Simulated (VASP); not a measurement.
# HCO2 (Pbca) in VASP: notebook

The runs below take HCO2 through single point, with PBE+D3(BJ).

Everything below comes from runs of VASP 6.6.1. Logs are shortened: lines on timing, memory, paths and dates and some standing lists are left out, and cuts for length are marked.

**1. The cell of the first run**

The structure is orthorhombic, space group Pbca (No. 61). The conventional cell has a = 6.180 Å, b = 7.618 Å, c = 6.669 Å, α = 90.00°, β = 90.00°, γ = 90.00°. Within 1.4 Å of H (site symmetry 1) lie 1 O at 1.01 Å. C (site symmetry 1) has 2 O at 1.23 to 1.31 Å and 1 C at 1.55 Å within 1.6 Å. O (site symmetry 1) has 1 C at 1.23 Å within 1.6 Å. Within 1.4 Å of O (site symmetry 1) lie 1 H at 1.01 Å and 1 C at 1.31 Å.

**2. Single point, PBE+D3(BJ)**

INCAR reads:

```
SYSTEM = HCO2
PREC = Accurate
ENCUT = 520
EDIFF = 1E-7
ISMEAR = 0
SIGMA = 0.02
LREAL = Auto
LASPH = .TRUE.
NELM = 100
ALGO = Normal
ISIF = 2
LWAVE = .FALSE.
LCHARG = .FALSE.
GGA = PE
IVDW = 12
NBANDS = 90
```

KPOINTS reads:

```
Automatic mesh
0
G
  4 4 4
  0 0 0
```

POSCAR reads:

```
HCO2
1.0
    6.1798156673      0.0000000000      0.0000000000
    0.0000000000      7.6177860655      0.0000000000
    0.0000000000      0.0000000000      6.6694765038
H C O
8 8 16
Direct
    0.8446965512      0.3040101177      0.4056279512
    0.1553034488      0.8040101177      0.0943720488
    0.6553034488      0.6959898823      0.9056279512
    0.3446965512      0.1959898823      0.5943720488
    0.1553034488      0.6959898823      0.5943720488
    0.8446965512      0.1959898823      0.9056279512
    0.3446965512      0.3040101177      0.0943720488
    0.6553034488      0.8040101177      0.4056279512
    0.9163778211      0.0569211494      0.4434362993
    0.0836221789      0.5569211494      0.0565637007
    0.5836221789      0.9430788506      0.9434362993
    0.4163778211      0.4430788506      0.5565637007
    0.0836221789      0.9430788506      0.5565637007
    0.9163778211      0.4430788506      0.9434362993
    0.4163778211      0.0569211494      0.0565637007
    0.5836221789      0.5569211494      0.4434362993
    0.7683332270      0.9929255330      0.3451661821
    0.2316667730      0.4929255330      0.1548338179
    0.7316667730      0.0070744670      0.8451661821
    0.2683332270      0.5070744670      0.6548338179
    0.2316667730      0.0070744670      0.6548338179
    0.7683332270      0.5070744670      0.8451661821
    0.2683332270      0.9929255330      0.1548338179
    0.7316667730      0.4929255330      0.3451661821
    0.9561374329      0.2237717334      0.4689861521
    0.0438625671      0.7237717334      0.0310138479
    0.5438625671      0.7762282666      0.9689861521
    0.4561374329      0.2762282666      0.5310138479
    0.0438625671      0.7762282666      0.5310138479
    0.9561374329      0.2762282666      0.9689861521
    0.4561374329      0.2237717334      0.0310138479
    0.5438625671      0.7237717334      0.4689861521
```

Potentials or basis: VASP PAW PBE potentials, release 64 (H, C, O).

Launch:

```sh
$ cat potpaw_PBE.64/H/POTCAR potpaw_PBE.64/C/POTCAR potpaw_PBE.64/O/POTCAR > POTCAR
$ mpirun -np 1 vasp_std > vasp.out
```

OUTCAR:

```text
SYSTEM = HCO2
   PREC = Accurate
   ENCUT = 520
   EDIFF = 1E-7
   ISMEAR = 0
   LREAL = Auto
   LASPH = .TRUE.
   NELM = 100
   ISIF = 2
   GGA = PE
   IVDW = 12
 IVDW          = 12

 ion  position               nearest neighbor table
   1  0.845  0.304  0.406-  25 1.01
   2  0.155  0.804  0.094-  26 1.01
   3  0.655  0.696  0.906-  27 1.01
   4  0.345  0.196  0.594-  28 1.01
   5  0.155  0.696  0.594-  29 1.01
   6  0.845  0.196  0.906-  30 1.01
   7  0.345  0.304  0.094-  31 1.01
   8  0.655  0.804  0.406-  32 1.01
   9  0.916  0.057  0.443-  17 1.23  25 1.31  13 1.55
  10  0.084  0.557  0.057-  18 1.23  26 1.31  14 1.55
  11  0.584  0.943  0.943-  19 1.23  27 1.31  15 1.55
  12  0.416  0.443  0.557-  20 1.23  28 1.31  16 1.55
  13  0.084  0.943  0.557-  21 1.23  29 1.31   9 1.55
  14  0.916  0.443  0.943-  22 1.23  30 1.31  10 1.55
  15  0.416  0.057  0.057-  23 1.23  31 1.31  11 1.55
  16  0.584  0.557  0.443-  24 1.23  32 1.31  12 1.55
  17  0.768  0.993  0.345-   9 1.23
  18  0.232  0.493  0.155-  10 1.23
  19  0.732  0.007  0.845-  11 1.23
  20  0.268  0.507  0.655-  12 1.23
  21  0.232  0.007  0.655-  13 1.23
  22  0.768  0.507  0.845-  14 1.23
  23  0.268  0.993  0.155-  15 1.23
  24  0.732  0.493  0.345-  16 1.23
  25  0.956  0.224  0.469-   1 1.01   9 1.31
  26  0.044  0.724  0.031-   2 1.01  10 1.31
  27  0.544  0.776  0.969-   3 1.01  11 1.31
  28  0.456  0.276  0.531-   4 1.01  12 1.31
  29  0.044  0.776  0.531-   5 1.01  13 1.31
  30  0.956  0.276  0.969-   6 1.01  14 1.31
  31  0.456  0.224  0.031-   7 1.01  15 1.31
  32  0.544  0.724  0.469-   8 1.01  16 1.31

  LATTYP: Found a simple orthorhombic cell.
 ALAT       =     6.1798156673
 B/A-ratio  =     1.0792355084
 C/A-ratio  =     1.2326882347

  Lattice vectors:

 A1 = (  -6.1798156673,   0.0000000000,   0.0000000000)
 A2 = (   0.0000000000,   0.0000000000,   6.6694765038)
 A3 = (   0.0000000000,   7.6177860655,   0.0000000000)

Analysis of symmetry for initial positions (statically):
=====================================================================
 Subroutine PRICEL returns:
 Original cell was already a primitive cell.

 Routine SETGRP: Setting up the symmetry group for a
 simple orthorhombic supercell.

 Subroutine GETGRP returns: Found  8 space group operations
 (whereof  2 operations were pure point group operations)
 out of a pool of  8 trial point group operations.

The static configuration has the point symmetry S_2 .
 The point group associated with its full space group is D_2h.

Analysis of symmetry for dynamics (positions and initial velocities):
=====================================================================
 Subroutine PRICEL returns:
 Original cell was already a primitive cell.

 Routine SETGRP: Setting up the symmetry group for a
 simple orthorhombic supercell.

 Subroutine GETGRP returns: Found  8 space group operations
 (whereof  2 operations were pure point group operations)
 out of a pool of  8 trial point group operations.

The dynamic configuration has the point symmetry S_2 .
 The point group associated with its full space group is D_2h.

 Subroutine INISYM returns: Found  8 space group operations
 (whereof  2 operations are pure point group operations),
 and found     1 'primitive' translations

----------------------------------------------------------------------------------------

                                     Primitive cell

  volume of cell :     313.9757

  direct lattice vectors                    reciprocal lattice vectors
     6.179815667  0.000000000  0.000000000     0.161817124  0.000000000  0.000000000
     0.000000000  7.617786065  0.000000000     0.000000000  0.131271736  0.000000000
     0.000000000  0.000000000  6.669476504     0.000000000  0.000000000  0.149936805

  length of vectors
     6.179815667  7.617786065  6.669476504     0.161817124  0.131271736  0.149936805

  position of ions in fractional coordinates (direct lattice)
     0.844696551  0.304010118  0.405627951
     0.155303449  0.804010118  0.094372049
     0.655303449  0.695989882  0.905627951
     0.344696551  0.195989882  0.594372049
     0.155303449  0.695989882  0.594372049
     0.844696551  0.195989882  0.905627951
[... 24 lines left out ...]
     0.456137433  0.223771733  0.031013848
     0.543862567  0.723771733  0.468986152

  ion indices of the primitive-cell ions
   primitive index   ion index
                 1           1
                 2           2
                 3           3
                 4           4
                 5           5
                 6           6
[... 24 lines left out ...]
                31          31
                32          32

----------------------------------------------------------------------------------------

 KPOINTS: Automatic mesh

Automatic generation of k-mesh.
 Grid dimensions read from file:
 generate k-points for:    4    4    4

 Generating k-lattice:

  Cartesian coordinates                     Fractional coordinates (reciprocal lattice)
     0.040454281  0.000000000  0.000000000     0.250000000  0.000000000  0.000000000
     0.000000000  0.032817934  0.000000000     0.000000000  0.250000000  0.000000000
     0.000000000  0.000000000  0.037484201     0.000000000  0.000000000  0.250000000

  Length of vectors
     0.040454281  0.032817934  0.037484201

  Shift w.r.t. Gamma in fractional coordinates (k-lattice)
     0.000000000  0.000000000  0.000000000

 Subroutine IBZKPT returns following result:
 ===========================================

 Found     27 irreducible k-points:

 Following reciprocal coordinates:
            Coordinates               Weight
  0.000000  0.000000  0.000000      1.000000
  0.250000  0.000000  0.000000      2.000000
  0.500000  0.000000  0.000000      1.000000
  0.000000  0.250000  0.000000      2.000000
  0.250000  0.250000  0.000000      4.000000
  0.500000  0.250000  0.000000      2.000000
[... 16 lines left out ...]
  0.250000  0.250000  0.500000      4.000000
  0.500000  0.250000  0.500000      2.000000
 [... further k-points ...]
   k-points           NKPTS =     27   k-points in BZ     NKDIM =     27   number of bands    NBANDS=     90
   number of dos      NEDOS =    301   number of ions     NIONS =     32
   total plane-waves  NPLWV = 144000
   dimension x,y,z NGX =    48 NGY =   60 NGZ =   50
   dimension x,y,z NGXF=    96 NGYF=  120 NGZF=  100
   ions per type =               8   8  16
   NGX,Y,Z   is equivalent  to a cutoff of  12.91, 13.09, 12.46 a.u.
   NGXF,Y,Z  is equivalent  to a cutoff of  25.83, 26.19, 24.93 a.u.
 SYSTEM =  HCO2
   PREC   = accura    normal or accurate (medium, high low for compatibility)
   ISTART =      0    job   : 0-new  1-cont  2-samecut
   ICHARG =      2    charge: 1-file 2-atom 10-const
   ISPIN  =      1    spin polarized calculation?
   LNONCOLLINEAR =      F non collinear calculations
   LSORBIT =      F    spin-orbit coupling
   LASPH  =      T    aspherical Exc in radial PAW
   ENCUT  =  520.0 eV  38.22 Ry    6.18 a.u.  11.49 14.16 12.40*2*pi/ulx,y,z
   NELM   =    100;   NELMIN=  2; NELMDL= -5     # of ELM steps
   EDIFF  = 0.1E-06   stopping-criterion for ELM
   LREAL  =      T    real-space projection
   EDIFFG = 0.1E-05   stopping-criterion for IOM
   NSW    =      0    number of steps for IOM
   IBRION =     -1    ionic relax: 0-MD 1-quasi-New 2-CG
   NFREE  =      0    steps in history (QN), initial steepest desc. (CG)
   ISIF   =      2    stress and relaxation
   ISYM   =      2    0-nonsym 1-usesym 2-fastsym
   POTIM  = 0.5000    time-step for ionic-motion
   TEBEG  =    0.0;   TEEND  =   0.0 temperature during run
   PSTRESS=    0.0 pullay stress
   NELECT =     136.0000    total number of electrons
   NUPDOWN=      -1.0000    fix difference up-down
   EMIN   =  10.00;   EMAX   =-10.00  energy-range for DOS
   EFERMI =   0.00;   METHOD = LEGACY
   ISMEAR =     0;   SIGMA  =   0.02  broadening in eV -4-tet -1-fermi 0-gaus
   EFERMI_NEDOS =   21; number of points for ismear=-14 and -15
   IALGO  =     38    algorithm
   IMIX   =      4    mixing-type and parameters
     AMIX     =   0.40;   BMIX     =  1.00
     AMIX_MAG =   1.60;   BMIX_MAG =  1.00
  volume/ion in A,a.u.               =       9.81        66.21
  Fermi-wavevector in a.u.,A,eV,Ry     =   1.238670  2.340748 20.875481  1.534305
  Thomas-Fermi vector in A             =   2.373186
   LORBIT       =      0    0 simple, 1 ext, 2 COOP (PROOUT), +10 PAW based schemes
   GGA     = PE    functional components
   LHFCALC =     F    Hartree Fock is set to
   AEXX    =    0.0000 exact exchange contribution
   IVDW    =    12    specifies the selected vdW correction
   LEPSILON=     F    determine dielectric tensor
   LRPA    =     F    only Hartree local field effects (RPA)
 non-spin polarized calculation
 Gauss-broadening in eV      SIGMA  =   0.02
  energy-cutoff  :      520.00
  volume of cell :      313.98
 maximum number of plane-waves:      8488
 NGX is ok and might be reduce to    48

 number of electron     136.0000025 magnetization

 Free energy of the ion-electron system (eV)
  ---------------------------------------------------
  ext. energy  EPLUGINS =         0.00000000
  ---------------------------------------------------
  free energy    TOTEN  =      -212.64279040 eV

  energy without entropy =     -212.64279040  energy(sigma->0) =     -212.64279040

 E-fermi :  -0.6459     XC(G=0):  -8.7648

 val. band max:       -0.7855393464   @ k =   0.0000   0.0000   0.0000
 cond. band min:       2.4267389221   @ k =   0.0000   0.0000   0.0000
 fundamental gap:      3.2122782684
 Fermi energy:        -0.6459063819

 k-point     1 :       0.0000    0.0000    0.0000
  band No.  band energies     occupation
      1     -23.0436      2.00000
      2     -22.8852      2.00000
      3     -22.6851      2.00000
      4     -22.6470      2.00000
      5     -22.2292      2.00000
      6     -22.1977      2.00000
[... 72 lines left out ...]
     79       8.4679      0.00000
[... 1908 lines left out ...]
     79       7.8348      0.00000
     80       7.8348      0.00000

 [... further k-points ...]

 [bands above 80 left out]

------------------------ aborting loop because EDIFF is reached ----------------------------------------

 Edisp (eV)   -2.29571

 E8    (eV) :    -0.5576

  FORCE on cell =-STRESS in cart. coord.  units (eV):
  Direction    XX          YY          ZZ          XY          YZ          ZX
  --------------------------------------------------------------------------------------
  -------------------------------------------------------------------------------------
  Total       1.83290     2.53916     0.71632     0.00000     0.00000    -0.00000
  in kB       9.35304    12.95702     3.65531     0.00000     0.00000    -0.00000
  external pressure =        8.66 kB  Pullay stress =        0.00 kB

 VOLUME and BASIS-vectors are now :
 -----------------------------------------------------------------------------
  energy-cutoff  :      520.00
  volume of cell :      313.98
      direct lattice vectors                 reciprocal lattice vectors
     6.179815667  0.000000000  0.000000000     0.161817124  0.000000000  0.000000000
     0.000000000  7.617786065  0.000000000     0.000000000  0.131271736  0.000000000
     0.000000000  0.000000000  6.669476504     0.000000000  0.000000000  0.149936805

 POSITION                                       TOTAL-FORCE (eV/Angst)
 -----------------------------------------------------------------------------------
      5.22007      2.31588      2.70533        -0.015690      0.090033     -0.014632
      0.95975      6.12478      0.62941         0.015690      0.090033      0.014632
      4.04965      5.30190      6.04006         0.015690     -0.090033     -0.014632
      2.13016      1.49301      3.96415        -0.015690     -0.090033      0.014632
      0.95975      5.30190      3.96415         0.015690     -0.090033      0.014632
      5.22007      1.49301      6.04006        -0.015690     -0.090033     -0.014632
[... 24 lines left out ...]
      2.81885      1.70465      0.20685         0.033713      0.139755     -0.014719
      3.36097      5.51354      3.12789        -0.033713      0.139755      0.014719
 -----------------------------------------------------------------------------------
    total drift:                                0.000000      0.000000     -0.000000

  FREE ENERGIE OF THE ION-ELECTRON SYSTEM (eV)
  ---------------------------------------------------
  free  energy   TOTEN  =      -214.9385021955 eV

  energy  without entropy=     -214.9385021955  energy(sigma->0) =     -214.93850220
```

Run time: 17 min. Hardware: 1 thread of AMD EPYC 7R43 (Zen 3), shared host; peak memory 0.66 GiB.

Results:

* Free energy: -214.9385 eV
* Pressure: 0.9 GPa
* Largest force: 0.426 eV/Å
* Band gap on the k mesh: 3.21 eV, direct
* Dispersion energy per atom: -0.072 eV

Forces on the atoms (eV/Å):
```
H   -0.016  0.090 -0.015
H    0.016  0.090  0.015
H    0.016 -0.090 -0.015
H   -0.016 -0.090  0.015
H    0.016 -0.090  0.015
H   -0.016 -0.090 -0.015
H   -0.016  0.090  0.015
H    0.016  0.090 -0.015
C    0.279 -0.038  0.201
C   -0.279 -0.038 -0.201
C   -0.279  0.038  0.201
C    0.279  0.038 -0.201
C   -0.279  0.038 -0.201
C    0.279  0.038  0.201
C    0.279 -0.038 -0.201
C   -0.279 -0.038  0.201
O   -0.313 -0.194 -0.214
O    0.313 -0.194  0.214
O    0.313  0.194 -0.214
O   -0.313  0.194  0.214
O    0.313  0.194  0.214
O   -0.313  0.194 -0.214
O   -0.313 -0.194  0.214
O    0.313 -0.194 -0.214
O    0.034  0.140  0.015
O   -0.034  0.140 -0.015
O   -0.034 -0.140  0.015
O    0.034 -0.140 -0.015
O   -0.034 -0.140 -0.015
O    0.034 -0.140  0.015
O    0.034  0.140 -0.015
O   -0.034  0.140  0.015
```

Stress tensor (GPa, compression positive):
```
0.94 0.00 0.00
0.00 1.30 0.00
0.00 0.00 0.37
```

**3. Single point, PBE+D3(BJ)**

This run uses another cell than the first one, of the same volume but with other edges.

INCAR reads:

```
SYSTEM = HCO2
PREC = Accurate
ENCUT = 520
EDIFF = 1E-7
ISMEAR = 0
SIGMA = 0.1
LREAL = Auto
LASPH = .True.
NELM = 100
ALGO = Normal
ISIF = 2
LWAVE = .False.
LCHARG = .False.
GGA = PE
IVDW = 12
NBANDS = 90
```

KPOINTS reads:

```
regular mesh
0
Gamma
  4 4 4
  0 0 0
```

POSCAR reads:

```
HCO2
1.0
    6.0940000000      0.0000000000      0.0000000000
    0.0000000000      7.8524000000      0.0000000000
    0.0000000000      0.0000000000      6.5594000000
H C O
8 8 16
Direct
    0.8516000000      0.2760000000      0.4118000000
    0.1484000000      0.7760000000      0.0882000000
    0.6484000000      0.7240000000      0.9118000000
    0.3516000000      0.2240000000      0.5882000000
    0.1484000000      0.7240000000      0.5882000000
    0.8516000000      0.2240000000      0.9118000000
    0.3516000000      0.2760000000      0.0882000000
    0.6484000000      0.7760000000      0.4118000000
    0.9157000000      0.0551300000      0.4433000000
    0.0843000000      0.5551300000      0.0567000000
    0.5843000000      0.9448700000      0.9433000000
    0.4157000000      0.4448700000      0.5567000000
    0.0843000000      0.9448700000      0.5567000000
    0.9157000000      0.4448700000      0.9433000000
    0.4157000000      0.0551300000      0.0567000000
    0.5843000000      0.5551300000      0.4433000000
    0.7676900000      0.9948800000      0.3441600000
    0.2323100000      0.4948800000      0.1558400000
    0.7323100000      0.0051200000      0.8441600000
    0.2676900000      0.5051200000      0.6558400000
    0.2323100000      0.0051200000      0.6558400000
    0.7676900000      0.5051200000      0.8441600000
    0.2676900000      0.9948800000      0.1558400000
    0.7323100000      0.4948800000      0.3441600000
    0.9569500000      0.2167200000      0.4706000000
    0.0430500000      0.7167200000      0.0294000000
    0.5430500000      0.7832800000      0.9706000000
    0.4569500000      0.2832800000      0.5294000000
    0.0430500000      0.7832800000      0.5294000000
    0.9569500000      0.2832800000      0.9706000000
    0.4569500000      0.2167200000      0.0294000000
    0.5430500000      0.7167200000      0.4706000000
```

Potentials or basis: VASP PAW PBE potentials, release 64 (H, C, O).

Launch:

```sh
$ cat potpaw_PBE.64/H/POTCAR potpaw_PBE.64/C/POTCAR potpaw_PBE.64/O/POTCAR > POTCAR
$ mpirun -np 1 vasp_std > vasp.out
```

Wall time 32 min (1 thread of AMD EPYC 7R43 (Zen 3), shared host); peak memory 0.66 GiB.

It converged, with:

```yaml
Free_energy: -211.5113 eV
Pressure: 13.4 GPa
Largest_force: 7.250 eV/Å
Band_gap_on_the_k_mesh: 3.19 eV, direct
Dispersion_energy_per_atom: -0.072 eV
```

Forces in eV/Å, atoms in the order of the input:
```
H   -4.958  4.310 -3.067
H    4.958  4.310  3.067
H    4.958 -4.310 -3.067
H   -4.958 -4.310  3.067
H    4.958 -4.310  3.067
H   -4.958 -4.310 -3.067
H   -4.958  4.310  3.067
H    4.958  4.310 -3.067
C    0.989 -0.719  0.625
C   -0.989 -0.719 -0.625
C   -0.989  0.719  0.625
C    0.989  0.719 -0.625
C   -0.989  0.719 -0.625
C    0.989  0.719  0.625
C    0.989 -0.719 -0.625
C   -0.989 -0.719  0.625
O   -0.982 -0.417 -0.705
O    0.982 -0.417  0.705
O    0.982  0.417 -0.705
O   -0.982  0.417  0.705
O    0.982  0.417  0.705
O   -0.982  0.417 -0.705
O   -0.982 -0.417  0.705
O    0.982 -0.417 -0.705
O    4.839 -3.001  3.012
O   -4.839 -3.001 -3.012
O   -4.839  3.001  3.012
O    4.839  3.001 -3.012
O   -4.839  3.001 -3.012
O    4.839  3.001  3.012
O    4.839 -3.001 -3.012
O   -4.839 -3.001  3.012
```

Stress tensor (GPa, compression positive):
```
17.15  0.00  0.00
 0.00 16.19  0.00
 0.00  0.00  6.71
```

Levels at points of the mesh, in eV from the valence-band top:
```
           k point  band 65  band 66  band 67  band 68  band 69  band 70  band 71  band 72
(0.00, 0.00, 0.00)    -0.32    -0.30    -0.11     0.00     3.19     3.39     3.82     3.99
(0.50, 0.00, 0.00)    -0.21    -0.21    -0.20    -0.20     3.47     3.47     3.65     3.65
(0.00, 0.50, 0.00)    -0.28    -0.28    -0.08    -0.08     3.30     3.30     3.91     3.91
(0.50, 0.50, 0.00)    -0.22    -0.22    -0.22    -0.22     3.56     3.56     3.56     3.56
(0.00, 0.00, 0.50)    -0.23    -0.23    -0.13    -0.13     3.60     3.60     3.67     3.67
(0.50, 0.00, 0.50)    -0.20    -0.20    -0.20    -0.20     3.55     3.55     3.55     3.55
(0.00, 0.50, 0.50)    -0.18    -0.18    -0.18    -0.18     3.65     3.65     3.65     3.65
(0.50, 0.50, 0.50)    -0.20    -0.20    -0.20    -0.20     3.56     3.56     3.56     3.56
```

Caveat: forces of over 1 eV/Å act on the atoms, so gaps and moduli don't describe the material at rest.
